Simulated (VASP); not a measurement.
# Hf2ZrC3 (P-3m1) in VASP: notebook

The runs below take Hf2ZrC3 through single point, with PBE.

Program: VASP 6.6.1. These are calculated values, not measurements. Logs are shortened: lines on timing, memory, paths and dates and some standing lists are left out, and cuts for length are marked.

## (1) The cell of the first run

It takes space group P-3m1 (No. 164, trigonal). Conventional cell: a = 3.269 Å, b = 3.269 Å, c = 8.010 Å, α = 90.00°, β = 90.00°, γ = 120.00°. Within 3.1 Å of Zr (site symmetry -3m) lie 6 C at 2.32 Å. Within 3.0 Å of Hf (site symmetry 3m) lie 6 C at 2.30 to 2.31 Å. Within 3.0 Å of C (site symmetry 3m) lie 3 Hf at 2.30 Å and 3 Zr at 2.32 Å. Within 3.0 Å of C (site symmetry -3m) lie 6 Hf at 2.31 Å.

## (2) Single point, PBE (12.35 Å³/atom)

File INCAR:

```
SYSTEM = Hf2ZrC3
  PREC = Accurate
  ENCUT = 520
  EDIFF = 1E-7
  ISMEAR = 0
  SIGMA = 0.1
  LREAL = .False.
  LASPH = .True.
  NELM = 80
  ALGO = Normal
  ISIF = 2
  LWAVE = .False.
  LCHARG = .True.
  GGA = PE
  LELF = .True.
  LVHAR = .True.
  NBANDS = 31
```

File KPOINTS:

```
Automatic mesh
0
Gamma
  12 12 4
  0 0 0
```

File POSCAR:

```
Hf2ZrC3
1.0
    3.2688186282      0.0000000000      0.0000000000
   -1.6344093141      2.8308799724      0.0000000000
    0.0000000000      0.0000000000      8.0101230485
Zr Hf C
1 2 3
Direct
    0.0000000000      0.0000000000      0.0000000000
    0.6666666667      0.3333333333      0.6656596929
    0.3333333333      0.6666666667      0.3343403071
    0.3333333333      0.6666666667      0.8305862268
    0.6666666667      0.3333333333      0.1694137732
    0.0000000000      0.0000000000      0.5000000000
```

Potentials or basis: VASP PAW PBE potentials, release 64 (Zr_sv, Hf_pv, C).

Launch:

```bash
$ cat potpaw_PBE.64/Zr_sv/POTCAR potpaw_PBE.64/Hf_pv/POTCAR potpaw_PBE.64/C/POTCAR > POTCAR
$ mpirun -np 1 vasp_std > vasp.out
```

OUTCAR:

```text
SYSTEM = Hf2ZrC3
   PREC = Accurate
   ENCUT = 520
   EDIFF = 1E-7
   ISMEAR = 0
   LREAL = .False.
   LASPH = .True.
   NELM = 80
   ISIF = 2
   GGA = PE

 ion  position               nearest neighbor table
   1  0.000  0.000  0.000-   4 2.32   5 2.32   5 2.32   4 2.32   5 2.32   4 2.32   2 3.28   3 3.28
                             3 3.28   2 3.28   2 3.28   3 3.28
   2  0.667  0.333  0.666-   4 2.30   4 2.30   4 2.30   6 2.31   6 2.31   6 2.31   3 3.26   3 3.26
                             3 3.26   1 3.28   1 3.28   1 3.28
   3  0.333  0.667  0.334-   5 2.30   5 2.30   5 2.30   6 2.31   6 2.31   6 2.31   2 3.26   2 3.26
                             2 3.26   1 3.28   1 3.28   1 3.28
   4  0.333  0.667  0.831-   2 2.30   2 2.30   2 2.30   1 2.32   1 2.32   1 2.32
   5  0.667  0.333  0.169-   3 2.30   3 2.30   3 2.30   1 2.32   1 2.32   1 2.32
   6  0.000  0.000  0.500-   2 2.31   3 2.31   2 2.31   3 2.31   2 2.31   3 2.31

  LATTYP: Found a hexagonal cell.
 ALAT       =     3.2688186282
 C/A-ratio  =     2.4504642073

  Lattice vectors:

 A1 = (   3.2688186282,   0.0000000000,   0.0000000000)
 A2 = (  -1.6344093141,   2.8308799724,   0.0000000000)
 A3 = (   0.0000000000,   0.0000000000,   8.0101230485)

Analysis of symmetry for initial positions (statically):
=====================================================================
 Subroutine PRICEL returns:
 Original cell was already a primitive cell.

 Routine SETGRP: Setting up the symmetry group for a
 hexagonal supercell.

 Subroutine GETGRP returns: Found 12 space group operations
 (whereof 12 operations were pure point group operations)
 out of a pool of 24 trial point group operations.

The static configuration has the point symmetry D_3d.

Analysis of symmetry for dynamics (positions and initial velocities):
=====================================================================
 Subroutine PRICEL returns:
 Original cell was already a primitive cell.

 Routine SETGRP: Setting up the symmetry group for a
 hexagonal supercell.

 Subroutine GETGRP returns: Found 12 space group operations
 (whereof 12 operations were pure point group operations)
 out of a pool of 24 trial point group operations.

The dynamic configuration has the point symmetry D_3d.

 Subroutine INISYM returns: Found 12 space group operations
 (whereof 12 operations are pure point group operations),
 and found     1 'primitive' translations

----------------------------------------------------------------------------------------

                                     Primitive cell

  volume of cell :      74.1227

  direct lattice vectors                    reciprocal lattice vectors
     3.268818628  0.000000000  0.000000000     0.305920919  0.176623525  0.000000000
    -1.634409314  2.830879972  0.000000000     0.000000000  0.353247050  0.000000000
     0.000000000  0.000000000  8.010123049     0.000000000  0.000000000  0.124842027

  length of vectors
     3.268818628  3.268818628  8.010123049     0.353247050  0.353247050  0.124842027

  position of ions in fractional coordinates (direct lattice)
     0.000000000  0.000000000  0.000000000
     0.666666667  0.333333333  0.665659693
     0.333333333  0.666666667  0.334340307
     0.333333333  0.666666667  0.830586227
     0.666666667  0.333333333  0.169413773
     0.000000000  0.000000000  0.500000000

  ion indices of the primitive-cell ions
   primitive index   ion index
                 1           1
                 2           2
                 3           3
                 4           4
                 5           5
                 6           6

----------------------------------------------------------------------------------------

 KPOINTS: Automatic mesh

Automatic generation of k-mesh.
 Grid dimensions read from file:
 generate k-points for:   12   12    4

 Generating k-lattice:

  Cartesian coordinates                     Fractional coordinates (reciprocal lattice)
     0.025493410  0.014718627  0.000000000     0.083333333 -0.000000000  0.000000000
     0.000000000  0.029437254  0.000000000     0.000000000  0.083333333  0.000000000
     0.000000000  0.000000000  0.031210507     0.000000000  0.000000000  0.250000000

  Length of vectors
     0.029437254  0.029437254  0.031210507

  Shift w.r.t. Gamma in fractional coordinates (k-lattice)
     0.000000000  0.000000000  0.000000000

 Subroutine IBZKPT returns following result:
 ===========================================

 Found     69 irreducible k-points:

 Following reciprocal coordinates:
            Coordinates               Weight
  0.000000  0.000000  0.000000      1.000000
  0.083333 -0.000000  0.000000      6.000000
  0.166667  0.000000  0.000000      6.000000
  0.250000  0.000000  0.000000      6.000000
  0.333333  0.000000  0.000000      6.000000
  0.416667 -0.000000  0.000000      6.000000
[... 16 lines left out ...]
  0.166667  0.000000  0.250000      6.000000
  0.000000  0.166667  0.250000      6.000000
 [... further k-points ...]
   k-points           NKPTS =     69   k-points in BZ     NKDIM =     69   number of bands    NBANDS=     31
   number of dos      NEDOS =    301   number of ions     NIONS =      6
   total plane-waves  NPLWV =  34560
   dimension x,y,z NGX =    24 NGY =   24 NGZ =   60
   dimension x,y,z NGXF=    48 NGYF=   48 NGZF=  120
   ions per type =               1   2   3
   NGX,Y,Z   is equivalent  to a cutoff of  12.21, 12.21, 12.45 a.u.
   NGXF,Y,Z  is equivalent  to a cutoff of  24.41, 24.41, 24.91 a.u.
 SYSTEM =  Hf2ZrC3
   PREC   = accura    normal or accurate (medium, high low for compatibility)
   ISTART =      0    job   : 0-new  1-cont  2-samecut
   ICHARG =      2    charge: 1-file 2-atom 10-const
   ISPIN  =      1    spin polarized calculation?
   LNONCOLLINEAR =      F non collinear calculations
   LSORBIT =      F    spin-orbit coupling
   LASPH  =      T    aspherical Exc in radial PAW
   ENCUT  =  520.0 eV  38.22 Ry    6.18 a.u.   6.08  6.08 14.89*2*pi/ulx,y,z
   NELM   =     80;   NELMIN=  2; NELMDL= -5     # of ELM steps
   EDIFF  = 0.1E-06   stopping-criterion for ELM
   LREAL  =      F    real-space projection
   EDIFFG = 0.1E-05   stopping-criterion for IOM
   NSW    =      0    number of steps for IOM
   IBRION =     -1    ionic relax: 0-MD 1-quasi-New 2-CG
   NFREE  =      0    steps in history (QN), initial steepest desc. (CG)
   ISIF   =      2    stress and relaxation
   ISYM   =      2    0-nonsym 1-usesym 2-fastsym
   POTIM  = 0.5000    time-step for ionic-motion
   TEBEG  =    0.0;   TEEND  =   0.0 temperature during run
   PSTRESS=    0.0 pullay stress
   NELECT =      44.0000    total number of electrons
   NUPDOWN=      -1.0000    fix difference up-down
   EMIN   =  10.00;   EMAX   =-10.00  energy-range for DOS
   EFERMI =   0.00;   METHOD = LEGACY
   ISMEAR =     0;   SIGMA  =   0.10  broadening in eV -4-tet -1-fermi 0-gaus
   EFERMI_NEDOS =   21; number of points for ismear=-14 and -15
   IALGO  =     38    algorithm
   IMIX   =      4    mixing-type and parameters
     AMIX     =   0.40;   BMIX     =  1.00
     AMIX_MAG =   1.60;   BMIX_MAG =  1.00
  volume/ion in A,a.u.               =      12.35        83.37
  Fermi-wavevector in a.u.,A,eV,Ry     =   1.375863  2.600004 25.755820  1.892999
  Thomas-Fermi vector in A             =   2.501160
   LORBIT       =      0    0 simple, 1 ext, 2 COOP (PROOUT), +10 PAW based schemes
   GGA     = PE    functional components
   LHFCALC =     F    Hartree Fock is set to
   AEXX    =    0.0000 exact exchange contribution
   IVDW    =     0    specifies the selected vdW correction
   LEPSILON=     F    determine dielectric tensor
   LRPA    =     F    only Hartree local field effects (RPA)
 non-spin polarized calculation
 Gauss-broadening in eV      SIGMA  =   0.10
  energy-cutoff  :      520.00
  volume of cell :       74.12
 maximum number of plane-waves:      2040
   NGX = 13   NGY = 13   NGZ = 29

 number of electron      43.9999995 magnetization

 Free energy of the ion-electron system (eV)
  ---------------------------------------------------
  ext. energy  EPLUGINS =         0.00000000
  ---------------------------------------------------
  free energy    TOTEN  =       -61.49600783 eV

  energy without entropy =      -61.49237672  energy(sigma->0) =      -61.49419227

 E-fermi :   7.4693     XC(G=0): -12.3735

 val. band max:        7.4421300908   @ k =   0.5000   0.0000   0.0000
 cond. band min:       7.4777880416   @ k =   0.4167  -0.0000   0.0000
 fundamental gap:      0.0356579507
 Fermi energy:         7.4692725665

 k-point     1 :       0.0000    0.0000    0.0000
  band No.  band energies     occupation
      1     -40.5158      2.00000
      2     -22.5322      2.00000
      3     -22.1802      2.00000
      4     -22.0322      2.00000
      5     -22.0322      2.00000
      6     -21.9940      2.00000
[... 23 lines left out ...]
     30      11.1682      0.00000
     31      11.2365      0.00000

 k-point     2 :       0.0833   -0.0000    0.0000
  band No.  band energies     occupation
      1     -40.5102      2.00000
      2     -22.5216      2.00000
      3     -22.1863      2.00000
      4     -22.0632      2.00000
      5     -22.0436      2.00000
      6     -22.0302      2.00000
[... 23 lines left out ...]
     30      11.6965      0.00000
     31      12.0342      0.00000

 k-point     3 :       0.1667    0.0000    0.0000
  band No.  band energies     occupation
      1     -40.4950      2.00000
      2     -22.4933      2.00000
      3     -22.2333      2.00000
      4     -22.1339      2.00000
      5     -22.1085      2.00000
      6     -22.0732      2.00000
[... 703 lines left out ...]
     30      12.1234      0.00000
     31      13.0097      0.00000

 k-point    24 :       0.0000    0.1667    0.2500
  band No.  band energies     occupation
      1     -40.4950      2.00000
      2     -22.4983      2.00000
      3     -22.2257      2.00000
      4     -22.1370      2.00000
      5     -22.1075      2.00000
      6     -22.0730      2.00000
[... 23 lines left out ...]
     30      12.3140      0.00000
     31      12.6995      0.00000

 [... further k-points ...]

------------------------ aborting loop because EDIFF is reached ----------------------------------------

  FORCE on cell =-STRESS in cart. coord.  units (eV):
  Direction    XX          YY          ZZ          XY          YZ          ZX
  --------------------------------------------------------------------------------------
  -------------------------------------------------------------------------------------
  Total        3.3122115      3.3122115      3.3255211      0.0000000      0.0000000      0.0000000
  in kB       71.5940902     71.5940903     71.8817796      0.0000000      0.0000000      0.0000000
  external PRESSURE =      71.6899867 kB  Pullay stress =       0.0000000 kB

 VOLUME and BASIS-vectors are now :
 -----------------------------------------------------------------------------
  energy-cutoff  :      520.00
  volume of cell :       74.12
      direct lattice vectors                 reciprocal lattice vectors
     3.268818628  0.000000000  0.000000000     0.305920919  0.176623525  0.000000000
    -1.634409314  2.830879972  0.000000000     0.000000000  0.353247050  0.000000000
     0.000000000  0.000000000  8.010123049     0.000000000  0.000000000  0.124842027

 POSITION                                       TOTAL-FORCE (eV/Angst)
 -----------------------------------------------------------------------------------
      0.00000      0.00000      0.00000        -0.000000      0.000000      0.000000
      1.63441      0.94363      5.33202        -0.000000      0.000000     -0.023919
     -0.00000      1.88725      2.67811        -0.000000     -0.000000      0.023919
     -0.00000      1.88725      6.65310         0.000000     -0.000000     -0.026460
      1.63441      0.94363      1.35703        -0.000000      0.000000      0.026460
      0.00000      0.00000      4.00506        -0.000000      0.000000      0.000000
 -----------------------------------------------------------------------------------
    total drift:                                0.000000     -0.000000      0.000000

  FREE ENERGIE OF THE ION-ELECTRON SYSTEM (eV)
  ---------------------------------------------------
  free  energy   TOTEN  =       -61.4960078263 eV

  energy  without entropy=      -61.4923767181  energy(sigma->0) =      -61.49419227
```

It took 4 min on 1 thread of Intel Xeon 8259CL, shared host; peak memory 0.29 GiB.

Results:

- Free energy: -61.4960 eV
- Pressure: 7.2 GPa
- Largest force: 0.026 eV/Å
- Band gap on the k mesh: zero (bands 22 and 23 overlap by 1.40 eV)

Forces on the atoms (eV/Å):
```
Zr   0.000  0.000  0.000
Hf   0.000  0.000 -0.024
Hf   0.000  0.000  0.024
C    0.000  0.000 -0.026
C    0.000  0.000  0.026
C    0.000  0.000  0.000
```

Caveat: the cell stands under pressure; spin-orbit coupling is left out, which moves the levels of the heavy elements.

## (3) Single point, PBE

This run uses another cell than the first one, of 12.74 Å³/atom.

File INCAR:

```
SYSTEM = Hf2ZrC3
ALGO     = Normal         ! electronic algorithm
EDIFF    = 1E-6           ! SCF threshold, eV
ENCUT    = 520            ! plane-wave cutoff, eV
GGA      = PE             ! functional
ISIF     = 2              ! what is computed and relaxed
ISMEAR   = 0              ! smearing method
LASPH    = .True.         ! aspherical terms in the spheres
LCHARG   = .False.        ! write CHGCAR
LREAL    = .False.        ! projectors in reciprocal space
LWAVE    = .False.        ! write WAVECAR
NBANDS   = 31             ! bands
NELM     = 100            ! most SCF steps
PREC     = Accurate       ! precision mode
SIGMA    = 0.1            ! smearing width, eV
```

File KPOINTS:

```
k-points
0
Gamma
  12 12 4
  0 0 0
```

POSCAR, as its differences from that of step 2:

```diff
@@ -2,5 +2,5 @@
 1.0
-    3.2688186282      0.0000000000      0.0000000000
-   -1.6344093141      2.8308799724      0.0000000000
-    0.0000000000      0.0000000000      8.0101230485
+    3.3021762243      0.0000000000      0.0000000000
+   -1.6510881121      2.8597684980      0.0000000000
+    0.0000000000      0.0000000000      8.0918646436
 Zr Hf C
```

Potentials or basis: VASP PAW PBE potentials, release 64 (Zr_sv, Hf_pv, C).

Launch:

```bash
$ cat potpaw_PBE.64/Zr_sv/POTCAR potpaw_PBE.64/Hf_pv/POTCAR potpaw_PBE.64/C/POTCAR > POTCAR
$ mpirun -np 1 vasp_std > vasp.out
```

Wall time 5 min (1 thread of Intel Xeon 8259CL, shared host); peak memory 0.31 GiB.

The run converged. Its results:

```
Free energy            : -61.5443 eV
Pressure               : -0.4 GPa
Largest force          : 0.034 eV/Å
Band gap on the k mesh : zero (bands 22 and 23 overlap by 1.38 eV)
```

Forces in eV/Å, atoms in the order of the input:
```
Zr   0.000  0.000  0.000
Hf   0.000  0.000 -0.018
Hf   0.000  0.000  0.018
C    0.000  0.000 -0.034
C    0.000  0.000  0.034
C    0.000  0.000  0.000
```

Levels at points of the mesh, in eV from the Fermi level:
```tsv
k point	band 19	band 20	band 21	band 22	band 23	band 24	band 25	band 26
(0.00, 0.00, 0.00)	-2.40	0.97	0.97	0.97	1.26	1.27	1.27	3.15
(0.50, 0.00, 0.00)	-2.41	-2.38	-1.77	-0.06	-0.05	2.79	3.08	4.87
(0.00, 0.00, 0.50)	-0.86	-0.86	-0.85	-0.85	1.97	1.97	2.23	2.23
(0.50, 0.00, 0.50)	-2.38	-2.23	-1.11	-1.01	0.65	0.74	4.84	4.97
```

Caveat: spin-orbit coupling is left out, which moves the levels of the heavy elements.

(Part 1 of 2 ends here.)
